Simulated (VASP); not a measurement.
# ReP2 (P6/mmm) in VASP: notebook, part 3 of 3

VASP 6.6.1.

### 4 Single point, PBE

This run uses another cell than the first one, of 20.81 Å³/atom, 1.442 times its volume.

File INCAR:

```
SYSTEM = ReP2
PREC = Accurate ; ENCUT = 520
EDIFF = 1E-6 ; ISMEAR = 0
SIGMA = 0.1 ; LREAL = .FALSE.
LASPH = .TRUE. ; NELM = 100
ALGO = Normal ; ISIF = 2
LWAVE = .FALSE. ; LCHARG = .FALSE.
GGA = PE ; NBANDS = 16
```

File KPOINTS:

```
Automatic mesh
0
G
  6 6 6
  0 0 0
```

File POSCAR:

```
ReP2
1.0
    4.4353607400      0.0000000000      0.0000000000
   -2.2176803700      3.8411350700      0.0000000000
    0.0000000000      0.0000000000      3.6639046700
Re P
1 2
Direct
    0.0000000000      0.0000000000      0.5000000000
    0.3333333300      0.6666666700      0.5000000000
    0.6666666700      0.3333333300      0.5000000000
```

Potentials or basis: VASP PAW PBE potentials, release 64 (Re, P).

Run with:

```console
$ cat potpaw_PBE.64/Re/POTCAR potpaw_PBE.64/P/POTCAR > POTCAR
$ mpirun -np 1 vasp_std > vasp.out
```

OUTCAR:

```text
SYSTEM = ReP2
   PREC = Accurate
   ENCUT = 520
   EDIFF = 1E-6
   ISMEAR = 0
   LREAL = .FALSE.
   LASPH = .TRUE.
   NELM = 100
   ISIF = 2
   GGA = PE

 ion  position               nearest neighbor table
   1  0.000  0.000  0.500-   2 2.56   3 2.56   2 2.56   3 2.56   3 2.56   2 2.56
   2  0.333  0.667  0.500-   3 2.56   1 2.56   3 2.56   1 2.56   1 2.56   3 2.56
   3  0.667  0.333  0.500-   2 2.56   1 2.56   2 2.56   1 2.56   1 2.56   2 2.56

  LATTYP: Found a hexagonal cell.
 ALAT       =     4.4353607400
 C/A-ratio  =     0.8260668939

  Lattice vectors:

 A1 = (   4.4353607400,   0.0000000000,   0.0000000000)
 A2 = (  -2.2176803700,   3.8411350700,   0.0000000000)
 A3 = (   0.0000000000,   0.0000000000,   3.6639046700)

Analysis of symmetry for initial positions (statically):
=====================================================================
 Subroutine PRICEL returns:
 Original cell was already a primitive cell.

 Routine SETGRP: Setting up the symmetry group for a
 hexagonal supercell.

 Subroutine GETGRP returns: Found 24 space group operations
 (whereof 24 operations were pure point group operations)
 out of a pool of 24 trial point group operations.

The static configuration has the point symmetry D_6h.

Analysis of symmetry for dynamics (positions and initial velocities):
=====================================================================
 Subroutine PRICEL returns:
 Original cell was already a primitive cell.

 Routine SETGRP: Setting up the symmetry group for a
 hexagonal supercell.

 Subroutine GETGRP returns: Found 24 space group operations
 (whereof 24 operations were pure point group operations)
 out of a pool of 24 trial point group operations.

The dynamic configuration has the point symmetry D_6h.

 Subroutine INISYM returns: Found 24 space group operations
 (whereof 24 operations are pure point group operations),
 and found     1 'primitive' translations

----------------------------------------------------------------------------------------

                                     Primitive cell

  volume of cell :      62.4213

  direct lattice vectors                    reciprocal lattice vectors
     4.435360740  0.000000000  0.000000000     0.225460804  0.130169856  0.000000000
    -2.217680370  3.841135070  0.000000000     0.000000000  0.260339713  0.000000000
     0.000000000  0.000000000  3.663904670     0.000000000  0.000000000  0.272932865

  length of vectors
     4.435360740  4.435360735  3.663904670     0.260339712  0.260339713  0.272932865

  position of ions in fractional coordinates (direct lattice)
     0.000000000  0.000000000  0.500000000
     0.333333330  0.666666670  0.500000000
     0.666666670  0.333333330  0.500000000

  ion indices of the primitive-cell ions
   primitive index   ion index
                 1           1
                 2           2
                 3           3

----------------------------------------------------------------------------------------

 KPOINTS: Automatic mesh

Automatic generation of k-mesh.
 Grid dimensions read from file:
 generate k-points for:    6    6    6

 Generating k-lattice:

  Cartesian coordinates                     Fractional coordinates (reciprocal lattice)
     0.037576801  0.021694976  0.000000000     0.166666667  0.000000000  0.000000000
     0.000000000  0.043389952  0.000000000     0.000000000  0.166666667  0.000000000
     0.000000000  0.000000000  0.045488811     0.000000000  0.000000000  0.166666667

  Length of vectors
     0.043389952  0.043389952  0.045488811

  Shift w.r.t. Gamma in fractional coordinates (k-lattice)
     0.000000000  0.000000000  0.000000000

 Subroutine IBZKPT returns following result:
 ===========================================

 Found     28 irreducible k-points:

 Following reciprocal coordinates:
            Coordinates               Weight
  0.000000  0.000000  0.000000      1.000000
  0.166667  0.000000  0.000000      6.000000
  0.333333  0.000000  0.000000      6.000000
  0.500000  0.000000  0.000000      3.000000
  0.166667  0.166667  0.000000      6.000000
  0.333333  0.166667  0.000000     12.000000
[... 16 lines left out ...]
  0.166667  0.000000  0.500000      6.000000
  0.333333  0.000000  0.500000      6.000000
 [... further k-points ...]
   k-points           NKPTS =     28   k-points in BZ     NKDIM =     28   number of bands    NBANDS=     16
   number of dos      NEDOS =    301   number of ions     NIONS =      3
   total plane-waves  NPLWV =  36288
   dimension x,y,z NGX =    36 NGY =   36 NGZ =   28
   dimension x,y,z NGXF=    72 NGYF=   72 NGZF=   56
   ions per type =               1   2
   NGX,Y,Z   is equivalent  to a cutoff of  13.49, 13.49, 12.70 a.u.
   NGXF,Y,Z  is equivalent  to a cutoff of  26.99, 26.99, 25.41 a.u.
 SYSTEM =  ReP2
   PREC   = accura    normal or accurate (medium, high low for compatibility)
   ISTART =      0    job   : 0-new  1-cont  2-samecut
   ICHARG =      2    charge: 1-file 2-atom 10-const
   ISPIN  =      1    spin polarized calculation?
   LNONCOLLINEAR =      F non collinear calculations
   LSORBIT =      F    spin-orbit coupling
   LASPH  =      T    aspherical Exc in radial PAW
   ENCUT  =  520.0 eV  38.22 Ry    6.18 a.u.   8.25  8.25  6.81*2*pi/ulx,y,z
   NELM   =    100;   NELMIN=  2; NELMDL= -5     # of ELM steps
   EDIFF  = 0.1E-05   stopping-criterion for ELM
   LREAL  =      F    real-space projection
   EDIFFG = 0.1E-04   stopping-criterion for IOM
   NSW    =      0    number of steps for IOM
   IBRION =     -1    ionic relax: 0-MD 1-quasi-New 2-CG
   NFREE  =      0    steps in history (QN), initial steepest desc. (CG)
   ISIF   =      2    stress and relaxation
   ISYM   =      2    0-nonsym 1-usesym 2-fastsym
   POTIM  = 0.5000    time-step for ionic-motion
   TEBEG  =    0.0;   TEEND  =   0.0 temperature during run
   PSTRESS=    0.0 pullay stress
   NELECT =      17.0000    total number of electrons
   NUPDOWN=      -1.0000    fix difference up-down
   EMIN   =  10.00;   EMAX   =-10.00  energy-range for DOS
   EFERMI =   0.00;   METHOD = LEGACY
   ISMEAR =     0;   SIGMA  =   0.10  broadening in eV -4-tet -1-fermi 0-gaus
   EFERMI_NEDOS =   21; number of points for ismear=-14 and -15
   IALGO  =     38    algorithm
   IMIX   =      4    mixing-type and parameters
     AMIX     =   0.40;   BMIX     =  1.00
     AMIX_MAG =   1.60;   BMIX_MAG =  1.00
  volume/ion in A,a.u.               =      20.81       140.41
  Fermi-wavevector in a.u.,A,eV,Ry     =   1.061158  2.005299 15.320939  1.126057
  Thomas-Fermi vector in A             =   2.196565
   LORBIT       =      0    0 simple, 1 ext, 2 COOP (PROOUT), +10 PAW based schemes
   GGA     = PE    functional components
   LHFCALC =     F    Hartree Fock is set to
   AEXX    =    0.0000 exact exchange contribution
   IVDW    =     0    specifies the selected vdW correction
   LEPSILON=     F    determine dielectric tensor
   LRPA    =     F    only Hartree local field effects (RPA)
 non-spin polarized calculation
 Gauss-broadening in eV      SIGMA  =   0.10
  energy-cutoff  :      520.00
  volume of cell :       62.42
 maximum number of plane-waves:      1699
 NGX is ok and might be reduce to    36
   NGX = 17   NGY = 17   NGZ = 13

 number of electron      17.0000001 magnetization

 Free energy of the ion-electron system (eV)
  ---------------------------------------------------
  ext. energy  EPLUGINS =         0.00000000
  ---------------------------------------------------
  free energy    TOTEN  =       -21.09323870 eV

  energy without entropy =      -21.09069170  energy(sigma->0) =      -21.09196520

 E-fermi :   4.7536     XC(G=0): -10.2180

 val. band max:        4.6093636841   @ k =   0.3333   0.3333   0.3333
 cond. band min:       4.7539765796   @ k =   0.0000   0.0000   0.1667
 fundamental gap:      0.1446128955
 Fermi energy:         4.7535772603

 k-point     1 :       0.0000    0.0000    0.0000
  band No.  band energies     occupation
      1      -8.7421      2.00000
      2      -1.8807      2.00000
      3      -1.3059      2.00000
      4      -1.3059      2.00000
      5       2.8527      2.00000
      6       3.0895      2.00000
[... 433 lines left out ...]
      3      -0.2728      2.00000
      4       0.2235      2.00000
      5       1.1320      2.00000
      6       3.0241      2.00000
[... 8 lines left out ...]
     15      11.7012      0.00000
     16      12.6530      0.00000

 [... further k-points ...]

------------------------ aborting loop because EDIFF is reached ----------------------------------------

  FORCE on cell =-STRESS in cart. coord.  units (eV):
  Direction    XX          YY          ZZ          XY          YZ          ZX
  --------------------------------------------------------------------------------------
  -------------------------------------------------------------------------------------
  Total       -8.3370586     -8.3370586     -4.3281253      0.0000000     -0.0000000      0.0000000
  in kB     -213.9886520   -213.9886514   -111.0907036      0.0000000     -0.0000000      0.0000000
  external PRESSURE =    -179.6893357 kB  Pullay stress =       0.0000000 kB

 VOLUME and BASIS-vectors are now :
 -----------------------------------------------------------------------------
  energy-cutoff  :      520.00
  volume of cell :       62.42
      direct lattice vectors                 reciprocal lattice vectors
     4.435360740  0.000000000  0.000000000     0.225460804  0.130169856  0.000000000
    -2.217680370  3.841135070  0.000000000     0.000000000  0.260339713  0.000000000
     0.000000000  0.000000000  3.663904670     0.000000000  0.000000000  0.272932865

 POSITION                                       TOTAL-FORCE (eV/Angst)
 -----------------------------------------------------------------------------------
      0.00000      0.00000      1.83195         0.000000     -0.000000      0.000000
     -0.00000      2.56076      1.83195         0.000000     -0.000000     -0.000000
      2.21768      1.28038      1.83195        -0.000000      0.000000      0.000000
 -----------------------------------------------------------------------------------
    total drift:                               -0.000000      0.000000      0.000000

  FREE ENERGIE OF THE ION-ELECTRON SYSTEM (eV)
  ---------------------------------------------------
  free  energy   TOTEN  =       -21.0932386966 eV

  energy  without entropy=      -21.0906916978  energy(sigma->0) =      -21.09196520
```

OSZICAR:

```text
N       E                     dE             d eps       ncg     rms          rms(c)
DAV:   1     0.437878292219E+02    0.43788E+02   -0.69117E+03  1352   0.987E+02
DAV:   2    -0.196445996314E+02   -0.63432E+02   -0.58069E+02  1448   0.202E+02
DAV:   3    -0.222638986800E+02   -0.26193E+01   -0.25515E+01  1408   0.401E+01
DAV:   4    -0.222969477259E+02   -0.33049E-01   -0.32901E-01  1120   0.377E+00
DAV:   5    -0.222983386316E+02   -0.13909E-02   -0.13898E-02  1496   0.856E-01    0.222E+01
DAV:   6    -0.219946607018E+02    0.30368E+00   -0.52689E+00  1600   0.568E+01    0.584E+00
DAV:   7    -0.211899608734E+02    0.80470E+00   -0.18887E+00  1584   0.378E+01    0.707E+00
DAV:   8    -0.210933145444E+02    0.96646E-01   -0.25557E-01  1456   0.956E+00    0.589E-01
DAV:   9    -0.210932173771E+02    0.97167E-04   -0.11003E-02  1480   0.120E+00    0.223E-01
DAV:  10    -0.210932232288E+02   -0.58516E-05   -0.71337E-04  1368   0.218E-01    0.483E-02
DAV:  11    -0.210932371382E+02   -0.13909E-04   -0.48087E-05  1408   0.164E-01    0.210E-02
DAV:  12    -0.210932396288E+02   -0.24906E-05   -0.81947E-06  1344   0.263E-02    0.779E-03
DAV:  13    -0.210932386966E+02    0.93215E-06   -0.31818E-07   912   0.103E-02
   1 F= -.21093239E+02 E0= -.21091965E+02  d E =-.254700E-02
```

It took 26 s on 1 thread of Intel Xeon Platinum 8259CL at 2.50GHz (Skylake/Cascade Lake), shared host; peak memory 0.19 GiB.

What came out:

```yaml
Free_energy: -21.0932 eV
Pressure: -18.0 GPa
```

Stress tensor (GPa, compression positive):
```
-21.40   0.00   0.00
  0.00 -21.40   0.00
  0.00   0.00 -11.11
```

Caveat: spin-orbit coupling is left out, which moves the levels of the heavy elements.

### 5 The runs side by side

| task | cell | k mesh | cutoff (eV) | gap on the mesh (eV) | pressure (GPa) |
| --- | --- | --- | --- | --- | --- |
| single point | a = 4.393, b = 4.393, c = 2.590 Å, angles 90.0, 90.0, 120.0°, 3 atoms | 12 × 12 × 18 | 520 | none | 0.1 |
| relaxation of cell and atoms | relaxed from a = 4.378, b = 4.378, c = 2.606 Å, angles 90.0, 90.0, 120.0°, 3 atoms | 12 × 12 × 18 | 600 | none | 0.0 |
| single point | a = 4.435, b = 4.435, c = 3.664 Å, angles 90.0, 90.0, 120.0°, 3 atoms | 6 × 6 × 6 | 520 | none | -18.0 |

Alike in all rows: level PBE; potentials or basis VASP PAW PBE potentials, release 64 (Re, P); no spin polarisation; smearing gaussian 0.1 eV.

Caveats: spin-orbit coupling is left out, which moves the levels of the heavy elements.

Absolute energies hang on the potentials; compare differences alone.
